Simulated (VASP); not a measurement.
Input of a VASP 6.6.1 run:

INCAR

```
SYSTEM = CaPtCl6
PREC = Accurate ; ENCUT = 600
EDIFF = 1E-7 ; ISMEAR = 0
SIGMA = 0.02 ; LREAL = .FALSE.
LASPH = .TRUE. ; NELM = 60
ALGO = Normal ; ISIF = 3
LWAVE = .FALSE. ; LCHARG = .FALSE.
GGA = PE ; IBRION = 2
NSW = 100 ; EDIFFG = -0.01
```

Contents of KPOINTS:

```
Automatic mesh
0
G
  6 6 6
  0 0 0
```

File POSCAR:

```
CaPtCl6
1.0
    0.0000000000      5.0790517221      5.0790517221
    5.0790517221      0.0000000000      5.0790517221
    5.0790517221      5.0790517221      0.0000000000
Ca Pt Cl
1 1 6
Direct
    0.5000000000      0.5000000000      0.5000000000
    0.0000000000      0.0000000000      0.0000000000
    0.7696729472      0.2303270528      0.2303270528
    0.2303270528      0.7696729472      0.7696729472
    0.2303270528      0.7696729472      0.2303270528
    0.7696729472      0.2303270528      0.7696729472
    0.2303270528      0.2303270528      0.7696729472
    0.7696729472      0.7696729472      0.2303270528
```

Potentials or basis: VASP PAW PBE potentials, release 64 (Ca_sv, Pt, Cl).

The run is started by

```bash
$ cat potpaw_PBE.64/Ca_sv/POTCAR potpaw_PBE.64/Pt/POTCAR potpaw_PBE.64/Cl/POTCAR > POTCAR
$ mpirun -np 1 vasp_std > vasp.out
```

Q: Predict the band gap on the k mesh.

A: 1.17 eV.

Q: Estimate the relaxed cell.

A: a = 7.182 Å, b = 7.182 Å, c = 7.182 Å, α = 60.00°, β = 60.00°, γ = 60.00°.

Q: Estimate the space group after relaxing (to 0.1 Å).

A: Fm-3m (No. 225).

Q: What does it give for the relaxed volume?

A: 32.75 Å³/atom.

Final structure:
```yaml
crystal:
  lattice:
    - [0.00000, 5.07853, 5.07853]
    - [5.07853, 0.00000, 5.07853]
    - [5.07853, 5.07853, 0.00000]
  atoms:
    - { symbol: Ca, position: [0.50000, 0.50000, 0.50000] }
    - { symbol: Pt, position: [0.00000, 0.00000, 0.00000] }
    - { symbol: Cl, position: [0.76995, 0.23005, 0.23005] }
    - { symbol: Cl, position: [0.23005, 0.76995, 0.76995] }
    - { symbol: Cl, position: [0.23005, 0.76995, 0.23005] }
    - { symbol: Cl, position: [0.76995, 0.23005, 0.76995] }
    - { symbol: Cl, position: [0.23005, 0.23005, 0.76995] }
    - { symbol: Cl, position: [0.76995, 0.76995, 0.23005] }
```

Caveat: spin-orbit coupling is left out, which moves the levels of the heavy elements. A k mesh can miss the band edges.
